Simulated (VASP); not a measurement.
Input of a VASP 6.6.1 run:

The input INCAR:

```
SYSTEM = HfB
  ALGO = Normal
  EDIFF = 1E-7
  EDIFFG = -0.05
  ENCUT = 600
  GGA = PE
  IBRION = 2
  ISIF = 3
  ISMEAR = 0
  LASPH = .True.
  LCHARG = .False.
  LREAL = .False.
  LWAVE = .False.
  NELM = 100
  NSW = 100
  PREC = Accurate
  SIGMA = 0.1
```

Contents of KPOINTS:

```
k-points
0
Gamma
  6 6 4
  0 0 0
```

File POSCAR:

```
HfB
1.0
    3.2668330000      0.0000000000      0.0000000000
   -1.6334170000      2.8291610000      0.0000000000
    0.0000000000      0.0000000000      8.0020750000
Hf B
3 3
Direct
    0.0000000000      0.0000000000      0.0000000000
    0.3333333300      0.6666666700      0.3333333300
    0.6666666700      0.3333333300      0.6666666700
    0.6666666700      0.3333333300      0.1666666700
    0.0000000000      0.0000000000      0.5000000000
    0.3333333300      0.6666666700      0.8333333300
```

Potentials or basis: VASP PAW PBE potentials, release 64 (Hf_pv, B).

Launch:

```console
$ cat potpaw_PBE.64/Hf_pv/POTCAR potpaw_PBE.64/B/POTCAR > POTCAR
$ mpirun -np 1 vasp_std > vasp.out
```

Task: Estimate the relaxed volume.

Result: 14.10 Å³/atom.

Task: What does it give for the relaxed cell?

Result: a = 3.435 Å, b = 3.435 Å, c = 8.279 Å, α = 90.00°, β = 90.00°, γ = 120.00°.

Task: Predict the space group after relaxing (to 0.05 Å).

Result: R-3m (No. 166).

The path:
```tsv
step	energy change (eV)	largest force (eV/Å)	pressure (GPa)	volume (Å³)
1	0.0000	0.0000	30.81	73.96
2	0.5076	0.0000	-22.49	102.34
3	-0.9310	0.0000	-1.03	85.28
4	-0.9326	0.0000	-0.17	84.85
5	-0.9324	0.0000	0.30	84.62
6	-0.9349	0.0000	0.29	84.62
7	-0.9359	0.0000	0.30	84.61
```

Caveat: the k points lie up to 0.35 Å⁻¹ apart in the final cell.
